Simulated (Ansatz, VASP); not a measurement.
## AlNi in VASP and in Ansatz

Contents of INCAR:

```
  ALGO = Fast
  EDIFF = 1E-7
  ENCUT = 520
  GGA = PE
  ISIF = 2
  ISMEAR = 0
  LASPH = True
  LCHARG = True
  LELF = True
  LREAL = False
  LVHAR = True
  LWAVE = False
  NBANDS = 14
  NELM = 80
  PREC = Accurate
  SIGMA = 0.15
```

Contents of KPOINTS:

```
k-points
0
Gamma
  16 16 16
```

POSCAR

```
AlNi
1.0
    1.8179426107     -1.8179125271      0.0000000000
    2.1175917879      2.1175666630      0.0000000000
    0.0000000000      0.0000000000      2.9004437058
Al Ni
1 1
Direct
    0.0000000000      0.0000000000      0.0000000000
    0.5000000000      0.5000000000      0.5000000000
```

Input for Ansatz:

```yaml
crystal:
  lattice:
    - [1.8179426107, -1.8179125271, 0.0]
    - [2.1175917879, 2.117566663, 0.0]
    - [0.0, 0.0, 2.9004437058]
  atoms:
    - { symbol: Al, position: [0.0, 0.0, 0.0] }
    - { symbol: Ni, position: [0.5, 0.5, 0.5] }
basis:
  ecutwfc: 520.0
kpoints:
  mp_grid: { grid: [16, 16, 16] }
hamiltonian:
  xc: pbe
  pseudopotentials: { kind: paw, azcp: { folder: soft_1 } }
scf:
  occupations: { method: gaussian, width: 0.15 }
output:
  forces: true
  stress: true
  eigenvalues: true
```

Change from the starting cell: normal strain along x -0.1100, normal strain along y +0.0367.

Alike in both runs: task single point; functional PBE; k mesh 16 × 16 × 16; occupations gaussian, width 0.15 eV; no spin polarisation.

|  | VASP | Ansatz |
| --- | --- | --- |
| version | VASP 6.6.1 | Ansatz 0.2.0 |
| potentials or method | VASP PAW PBE potentials, release 64 (Al, Ni), cutoff 520 eV | scalar-relativistic, plane waves, PAW |
| valence electrons in the cell | 13 | 21 |

|  | VASP | Ansatz | Ansatz less VASP |
| --- | --- | --- | --- |
| gap on the k mesh at the Fermi level (eV) | none | none | - |
| pressure (GPa) | 17.1 | 17.0 | -0.10 |
| traceless stress, the component that is largest in VASP (GPa) | -10.02 | -9.88 | +0.138 |

A gap of «none» marks a metal or a gap that the smearing closes. The functional is the same, so the differences come from potentials, cutoffs and numerics. VASP's potentials hold 13 valence electrons a cell and Ansatz's 21, so a difference there can come from the potentials and not from the codes. Ansatz's warnings: near symmetry operations not taken.
